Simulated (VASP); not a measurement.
A run of VASP 6.6.1 is set up as follows.

Contents of INCAR:

```
SYSTEM = Li2CdSnSe4
ALGO = Normal
EDIFF = 1E-6
ENCUT = 520
GGA = PS
ISIF = 2
ISMEAR = -1
LASPH = .True.
LCHARG = .False.
LREAL = .False.
LWAVE = .False.
NBANDS = 38
NELM = 60
PREC = Accurate
SIGMA = 0.03
```

File KPOINTS:

```
k-points
0
Gamma
  6 6 6
  0 0 0
```

POSCAR

```
Li2CdSnSe4
1.0
   -2.9449203995      2.9449203995      5.8896435098
    2.9449203995     -2.9449203995      5.8896435098
    2.9449203995      2.9449203995     -5.8896435098
Li Cd Sn Se
2 1 1 4
Direct
    0.7500000000      0.2500000000      0.5000000000
    0.2500000000      0.7500000000      0.5000000000
    0.0000000000      0.0000000000      0.0000000000
    0.5000000000      0.5000000000      0.0000000000
    0.8742074699      0.8742074699      0.4849867393
    0.1257925301      0.6107792694      0.0000000000
    0.6107792694      0.1257925301      0.0000000000
    0.3892207306      0.3892207306      0.5150132607
```

Potentials or basis: VASP PAW PBE potentials, release 64 (Li_sv, Cd, Sn_d, Se).

Command:

```sh
$ cat potpaw_PBE.64/Li_sv/POTCAR potpaw_PBE.64/Cd/POTCAR potpaw_PBE.64/Sn_d/POTCAR potpaw_PBE.64/Se/POTCAR > POTCAR
$ mpirun -np 1 vasp_std > vasp.out
```

**Question.** Estimate the band gap on the k mesh.

**Answer.** 1.17 eV.

**Question.** What does it give for the largest force?

**Answer.** 0.026 eV/Å.

Forces in eV/Å, atoms in the order of the input:
```
Li   0.000  0.000  0.000
Li   0.000  0.000  0.000
Cd   0.000  0.000  0.000
Sn   0.000  0.000  0.000
Se  -0.013 -0.013  0.018
Se  -0.013  0.013 -0.018
Se   0.013 -0.013 -0.018
Se   0.013  0.013  0.018
```

Caveat: the PAW data sets were made with another functional, which shifts forces and pressure a little; spin-orbit coupling is left out, which moves the levels of the heavy elements. A k mesh can miss the band edges.
